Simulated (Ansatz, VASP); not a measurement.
# Zr: VASP beside Ansatz

The input INCAR:

```
ALGO = Normal ; EDIFF = 1E-7
ENCUT = 520 ; ISIF = 2
ISMEAR = -1 ; LASPH = True
LCHARG = True ; LELF = True
LREAL = False ; LVHAR = True
LWAVE = False ; NBANDS = 19
NELM = 100 ; PREC = Accurate
SIGMA = 0.03
```

Contents of KPOINTS:

```
k-points
0
Gamma
  13 13 7
```

POSCAR

```
Zr
1.0
    3.2319982225      0.0000000000      0.0000000000
   -1.6159991112      2.7989925656      0.0000000000
    0.0000000000      0.0000000000      5.1470000000
Zr
2
Direct
    0.3333333333      0.6666666667      0.2500000000
    0.6666666667      0.3333333333      0.7500000000
```

Input for Ansatz:

```yaml
crystal:
  lattice:
    - [3.2319982225, 0.0, 0.0]
    - [-1.6159991112, 2.7989925656, 0.0]
    - [0.0, 0.0, 5.147]
  atoms:
    - { symbol: Zr, position: [0.3333333333, 0.6666666667, 0.25] }
    - { symbol: Zr, position: [0.6666666667, 0.3333333333, 0.75] }
kpoints:
  mp_grid: { grid: [13, 13, 7] }
  band_path:
    path:
      - [0.0, 0.0, 0.0]
      - [0.5, 0.0, 0.0]
      - [0.3333333333, 0.3333333333, 0.0]
      - [0.0, 0.0, 0.0]
      - [0.0, 0.0, 0.5]
      - [0.5, 0.0, 0.5]
      - [0.3333333333, 0.3333333333, 0.5]
      - [0.0, 0.0, 0.5]
      - [0.5, 0.0, 0.5]
    npoints: 5
scf:
  occupations: { method: fermi_dirac, width: 0.03 }
hamiltonian:
  xc: lda
  pseudopotentials: { kind: all_electron, lapw: { basis_error: 0.00025 } }
output:
  forces: true
  stress: true
  eigenvalues: true
```

Alike in both runs: task single point; functional LDA; k mesh 13 × 13 × 7; occupations fermi-dirac, width 0.03 eV; no spin polarisation.

```csv
,VASP,Ansatz
version,VASP 6.6.1,Ansatz 0.2.0
potentials or method,"VASP PAW LDA potentials, release 64 (Zr_sv), cutoff 520 eV","all-electron LAPW, scalar-relativistic"
```

Ansatz gave:

| Property | Result |
| --- | --- |
| pressure (GPa) | -6.1 |
| traceless stress, the component that is largest in VASP (GPa) | 0.53 |

Estimate VASP's values.

pressure (GPa): -6.0; traceless stress, the component that is largest in VASP (GPa): 0.55.

LDA's correlation is that of Perdew and Zunger in VASP and of Perdew and Wang (1992) in Ansatz. Ansatz ran all-electron here, and VASP with PAW potentials.
